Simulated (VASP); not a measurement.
SiC, 2 atoms in the cell. Symmetry: Fm-3m, No. 225, cubic system. The conventional cell has a = 4.028 Å, b = 4.028 Å, c = 4.028 Å, α = 90.00°, β = 90.00°, γ = 90.00°. Within 2.7 Å of Si (site symmetry m-3m) lie 6 C at 2.01 Å. Within 2.7 Å of C (site symmetry m-3m) lie 6 Si at 2.01 Å. 

| Quantity | Value |
| --- | --- |
| Program | VASP 6.6.1 |
| Task | single point |
| Functional | PBE |
| Potentials or basis | VASP PAW PBE potentials, release 64 (Si, C) |
| Cutoff | 520 eV |
| k mesh | 8 × 8 × 8 |
| Occupations | fermi-dirac, width 0.02 eV |
| Spin | no spin polarisation |
| Dipole correction | no |
| Further INCAR settings | ALGO = Normal; EDIFF = 1e-06; NBANDS = 11 |

Potentials or basis: VASP PAW PBE potentials, release 64 (Si, C).

Run with:

```console
$ cat potpaw_PBE.64/Si/POTCAR potpaw_PBE.64/C/POTCAR > POTCAR
$ mpirun -np 1 vasp_std > vasp.out
```

Hardware: 1 thread of Intel(R) Xeon(R) 6975P-C (Granite Rapids) (shared host).

Question: How long does it take, and how much memory?

Answer: It took 4.2 s on 1 thread of Intel(R) Xeon(R) 6975P-C (Granite Rapids) (shared host), peak memory 0.13 GiB. Counts: scf iterations 12, k points 29.
